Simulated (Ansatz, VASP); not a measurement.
## One calculation of Si3W2, two programs

```
Si W
1.0
     4.35079    0.00000    0.00000
    -2.17540    3.76790    0.00000
     0.00000    0.00000    5.03400
Si W
3 2
Direct
  0.00000 0.00000 0.00000
  0.33333 0.66667 0.61158
  0.66667 0.33333 0.38842
  0.33333 0.66667 0.11282
  0.66667 0.33333 0.88718
```

Change from the starting cell: species swapped into the Ga3Pt2 type (P-3m1, No. 164).

Alike in both runs: task relaxation of cell and atoms; functional PBE; k mesh 12 × 12 × 8; occupations gaussian, width 0.1 eV; no spin polarisation.

```csv
,VASP,Ansatz
version,VASP 6.6.1,Ansatz 0.2.0
potentials or method,"VASP PAW PBE potentials, release 64 (Si, W_sv), cutoff 600 eV","scalar-relativistic, plane waves, PAW"
valence electrons in the cell,40,40
```

|  | VASP | Ansatz | Ansatz less VASP |
| --- | --- | --- | --- |
| gap on the k mesh at the Fermi level, each at its own relaxed structure (eV) | none | none | - |
| relaxed volume (Å³/atom) | 16.57 | 16.55 | -0.012 |
| relaxed length of the cell vector where the two differ most in proportion (Å) | 4.363 | 4.362 | -0.0016 |

A gap of «none» marks a metal or a gap that the smearing closes.

Spin-orbit coupling is off throughout.
